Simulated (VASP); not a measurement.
TaN, 2 atoms in the cell. Symmetry: Fm-3m, No. 225, cubic system. Conventional cell: a = 4.329 Å, b = 4.329 Å, c = 4.329 Å, α = 90.00°, β = 90.00°, γ = 90.00°. Within 2.9 Å of Ta (site symmetry m-3m) lie 6 N at 2.16 Å. N (site symmetry m-3m) has 6 Ta at 2.16 Å within 2.9 Å.  This cell differs from its parent crystal: volume scaled by 0.98.

| Property | Result |
| --- | --- |
| Program | VASP 6.6.1 |
| Task | electric field gradients |
| Functional | PBEsol |
| Potentials or basis | VASP PAW PBE potentials, release 64 (Ta_pv, N) |
| Cutoff | 520 eV |
| k mesh | 9 × 9 × 9 |
| Occupations | fermi-dirac, width 0.02 eV |
| Spin | no spin polarisation |
| Dipole correction | no |
| Further INCAR settings | ALGO = Normal; EDIFF = 1e-08; NBANDS = 15 |

Potentials or basis: VASP PAW PBE potentials, release 64 (Ta_pv, N).

Launch:

```bash
$ cat potpaw_PBE.64/Ta_pv/POTCAR potpaw_PBE.64/N/POTCAR > POTCAR
$ mpirun -np 1 vasp_std > vasp.out
```

Hardware: 1 thread of Intel Xeon 6975P-C (shared host).

Problem. How long does it take, and how much memory?

Solution. Run time: 8.4 s on 1 thread of Intel Xeon 6975P-C, on a shared host, peak memory 0.14 GiB. Counts: scf iterations 15, k points 35.
